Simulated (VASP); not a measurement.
# SnSe2 (P-3m1) in VASP: a series of runs

Runs on SnSe2. Level: PBEsol. Tasks: single point.

Program: VASP 6.6.1. These are calculated values, not measurements. Logs are shortened: lines on timing, memory, paths and dates and some standing lists are left out, and cuts for length are marked.

**1. The cell of the first run**

It takes space group P-3m1 (No. 164, trigonal). The conventional cell has a = 3.717 Å, b = 3.717 Å, c = 6.078 Å, α = 90.00°, β = 90.00°, γ = 120.00°. Within 3.5 Å of Sn (site symmetry -3m) lie 6 Se at 2.67 Å. Within 3.9 Å of Se (site symmetry 3m) lie 3 Sn at 2.67 Å and 12 Se at 3.60 to 3.84 Å.

**2. Single point, PBEsol (strained)**

File INCAR:

```
ALGO = Normal
EDIFF = 1E-6
ENCUT = 520
GGA = PS
ISIF = 2
ISMEAR = 0
LASPH = T
LCHARG = F
LREAL = F
LWAVE = F
NBANDS = 20
NELM = 100
PREC = Accurate
SIGMA = 0.02
```

File KPOINTS:

```
k-points
0
Gamma
  9 9 6
```

File POSCAR:

```
SnSe2
1.0
    3.7173625415      0.0000000000      0.0000000000
   -1.8586812708      3.2193303960      0.0000000000
    0.0000000000      0.0000000000      6.0782689100
Sn Se
1 2
Direct
    0.0000000000      0.0000000000      0.0000000000
    0.3333333333      0.6666666667      0.2619740414
    0.6666666667      0.3333333333      0.7380259586
```

Potentials or basis: VASP PAW PBE potentials, release 64 (Sn_d, Se).

Started as:

```bash
> cat potpaw_PBE.64/Sn_d/POTCAR potpaw_PBE.64/Se/POTCAR > POTCAR
> mpirun -np 1 vasp_std > vasp.out
```

OUTCAR:

```text
EDIFF = 1E-6
   ENCUT = 520
   GGA = PS
   ISIF = 2
   ISMEAR = 0
   LASPH = T
   LREAL = F
   NELM = 100
   PREC = Accurate

 ion  position               nearest neighbor table
   1  0.000  0.000  0.000-   2 2.67   3 2.67   3 2.67   2 2.67   3 2.67   2 2.67
   2  0.333  0.667  0.262-   1 2.67   1 2.67   1 2.67
   3  0.667  0.333  0.738-   1 2.67   1 2.67   1 2.67

  LATTYP: Found a hexagonal cell.
 ALAT       =     3.7173625415
 C/A-ratio  =     1.6351025336

  Lattice vectors:

 A1 = (   3.7173625415,   0.0000000000,   0.0000000000)
 A2 = (  -1.8586812708,   3.2193303960,   0.0000000000)
 A3 = (   0.0000000000,   0.0000000000,   6.0782689100)

Analysis of symmetry for initial positions (statically):
=====================================================================
 Subroutine PRICEL returns:
 Original cell was already a primitive cell.

 Routine SETGRP: Setting up the symmetry group for a
 hexagonal supercell.

 Subroutine GETGRP returns: Found 12 space group operations
 (whereof 12 operations were pure point group operations)
 out of a pool of 24 trial point group operations.

The static configuration has the point symmetry D_3d.

Analysis of symmetry for dynamics (positions and initial velocities):
=====================================================================
 Subroutine PRICEL returns:
 Original cell was already a primitive cell.

 Routine SETGRP: Setting up the symmetry group for a
 hexagonal supercell.

 Subroutine GETGRP returns: Found 12 space group operations
 (whereof 12 operations were pure point group operations)
 out of a pool of 24 trial point group operations.

The dynamic configuration has the point symmetry D_3d.

 Subroutine INISYM returns: Found 12 space group operations
 (whereof 12 operations are pure point group operations),
 and found     1 'primitive' translations

----------------------------------------------------------------------------------------

                                     Primitive cell

  volume of cell :      72.7412

  direct lattice vectors                    reciprocal lattice vectors
     3.717362542  0.000000000  0.000000000     0.269007929  0.155311800  0.000000000
    -1.858681271  3.219330396  0.000000000     0.000000000  0.310623601  0.000000000
     0.000000000  0.000000000  6.078268910     0.000000000  0.000000000  0.164520526

  length of vectors
[... 81 lines left out ...]
   LASPH  =      T    aspherical Exc in radial PAW
   ENCUT  =  520.0 eV  38.22 Ry    6.18 a.u.   6.91  6.91 11.30*2*pi/ulx,y,z
   NELM   =    100;   NELMIN=  2; NELMDL= -5     # of ELM steps
   EDIFF  = 0.1E-05   stopping-criterion for ELM
   LREAL  =      F    real-space projection
   EDIFFG = 0.1E-04   stopping-criterion for IOM
   NSW    =      0    number of steps for IOM
   IBRION =     -1    ionic relax: 0-MD 1-quasi-New 2-CG
   NFREE  =      0    steps in history (QN), initial steepest desc. (CG)
   ISIF   =      2    stress and relaxation
   ISYM   =      2    0-nonsym 1-usesym 2-fastsym
   POTIM  = 0.5000    time-step for ionic-motion
   TEBEG  =    0.0;   TEEND  =   0.0 temperature during run
   PSTRESS=    0.0 pullay stress
   NELECT =      26.0000    total number of electrons
   NUPDOWN=      -1.0000    fix difference up-down
   EMIN   =  10.00;   EMAX   =-10.00  energy-range for DOS
   EFERMI =   0.00;   METHOD = LEGACY
   ISMEAR =     0;   SIGMA  =   0.02  broadening in eV -4-tet -1-fermi 0-gaus
   EFERMI_NEDOS =   21; number of points for ismear=-14 and -15
   IALGO  =     38    algorithm
   IMIX   =      4    mixing-type and parameters
     AMIX     =   0.40;   BMIX     =  1.00
     AMIX_MAG =   1.60;   BMIX_MAG =  1.00
  volume/ion in A,a.u.               =      24.25       163.63
  Fermi-wavevector in a.u.,A,eV,Ry     =   1.161821  2.195523 18.365520  1.349828
  Thomas-Fermi vector in A             =   2.298389
   LORBIT       =      0    0 simple, 1 ext, 2 COOP (PROOUT), +10 PAW based schemes
   GGA     = PS    functional components
   LHFCALC =     F    Hartree Fock is set to
   AEXX    =    0.0000 exact exchange contribution
   IVDW    =     0    specifies the selected vdW correction
   LEPSILON=     F    determine dielectric tensor
   LRPA    =     F    only Hartree local field effects (RPA)
 non-spin polarized calculation
 Gauss-broadening in eV      SIGMA  =   0.02
  energy-cutoff  :      520.00
  volume of cell :       72.74
 maximum number of plane-waves:      1975
   NGX = 13   NGY = 13   NGZ = 23

 number of electron      25.9999999 magnetization

 Free energy of the ion-electron system (eV)
  ---------------------------------------------------
  ext. energy  EPLUGINS =         0.00000000
  ---------------------------------------------------
  free energy    TOTEN  =       -12.92160064 eV

  energy without entropy =      -12.92160064  energy(sigma->0) =      -12.92160064

 E-fermi :   4.9586     XC(G=0):  -9.9719

 val. band max:        4.8111963012   @ k =   0.1111  -0.0000   0.1667
 cond. band min:       5.2354140899   @ k =   0.0000   0.4444   0.3333
 fundamental gap:      0.4242177887
 Fermi energy:         4.9585967563

 k-point     1 :       0.0000    0.0000    0.0000
  band No.  band energies     occupation
      1     -16.4790      2.00000
      2     -16.4790      2.00000
      3     -16.4285      2.00000
      4     -16.4126      2.00000
      5     -16.4126      2.00000
      6      -9.5378      2.00000
[... 541 lines left out ...]
     19      12.1757      0.00000
     20      14.1550      0.00000

 [... further k-points ...]

------------------------ aborting loop because EDIFF is reached ----------------------------------------

  FORCE on cell =-STRESS in cart. coord.  units (eV):
  Direction    XX          YY          ZZ          XY          YZ          ZX
  --------------------------------------------------------------------------------------
  -------------------------------------------------------------------------------------
  Total        2.2270765      2.2270765      1.3072350     -0.0000000      0.0000000      0.0000000
  in kB       49.0529727     49.0529727     28.7927972     -0.0000000      0.0000000      0.0000000
  external PRESSURE =      42.2995808 kB  Pullay stress =       0.0000000 kB

 VOLUME and BASIS-vectors are now :
 -----------------------------------------------------------------------------
  energy-cutoff  :      520.00
  volume of cell :       72.74
      direct lattice vectors                 reciprocal lattice vectors
     3.717362542  0.000000000  0.000000000     0.269007929  0.155311800  0.000000000
    -1.858681271  3.219330396  0.000000000     0.000000000  0.310623601  0.000000000
     0.000000000  0.000000000  6.078268910     0.000000000  0.000000000  0.164520526

 POSITION                                       TOTAL-FORCE (eV/Angst)
 -----------------------------------------------------------------------------------
      0.00000      0.00000      0.00000        -0.000000      0.000000      0.000000
     -0.00000      2.14622      1.59235        -0.000000      0.000000      0.267703
      1.85868      1.07311      4.48592         0.000000     -0.000000     -0.267703
 -----------------------------------------------------------------------------------
    total drift:                                0.000000      0.000000      0.000000

  FREE ENERGIE OF THE ION-ELECTRON SYSTEM (eV)
  ---------------------------------------------------
  free  energy   TOTEN  =       -12.9216006444 eV

  energy  without entropy=      -12.9216006444  energy(sigma->0) =      -12.92160064
```

stdout:

```text
POSCAR found type information on POSCAR SnSe
 POSCAR found :  2 types and       3 ions
 scaLAPACK will be used
 -----------------------------------------------------------------------------
|                                                                             |
|                                                                             |
|     You enforced a specific xc type in the INCAR file but a different       |
|     I HOPE YOU KNOW WHAT YOU ARE DOING!                                     |
|                                                                             |
 -----------------------------------------------------------------------------

 LDA part: xc-table for (Slater+PW92), standard interpolation
 POSCAR, INCAR and KPOINTS ok, starting setup
 FFT: planning ... GRIDC
 FFT: planning ... GRID_SOFT
 FFT: planning ... GRID
 WAVECAR not read
 entering main loop
```

It took 50 s on 1 thread of AMD EPYC 7R13 (Zen 3), shared host; peak memory 0.21 GiB.

What came out:

- Free energy: -12.9216 eV
- Pressure: 4.2 GPa
- Largest force: 0.268 eV/Å
- Band gap on the k mesh: 0.42 eV (least direct gap 1.14 eV)

Forces in eV/Å, atoms in the order of the input:
```
Sn   0.000  0.000  0.000
Se   0.000  0.000  0.268
Se   0.000  0.000 -0.268
```

Stress tensor (GPa, compression positive):
```
4.91 0.00 0.00
0.00 4.91 0.00
0.00 0.00 2.88
```

Levels at points of the mesh, in eV from the valence-band top:
| k point | band 11 | band 12 | band 13 | band 14 | band 15 | band 16 |
| --- | --- | --- | --- | --- | --- | --- |
| (0.00, 0.00, 0.00) | -0.32 | -0.32 | -0.27 | 1.14 | 3.11 | 4.75 |
| (0.00, 0.00, 0.50) | -0.70 | -0.09 | -0.09 | 2.84 | 3.04 | 4.41 |

Caveat: the cell differs from its parent crystal (strained); the cell stands under pressure; the PAW data sets were made with another functional, which shifts forces and pressure a little; spin-orbit coupling is left out, which moves the levels of the heavy elements; an odd mesh through Γ misses points on the zone boundary, where band edges can lie; this functional lacks dispersion, which binds the layers, so the pressure and a relaxed spacing across them are unreliable.

(Part 1 of 2 ends here.)
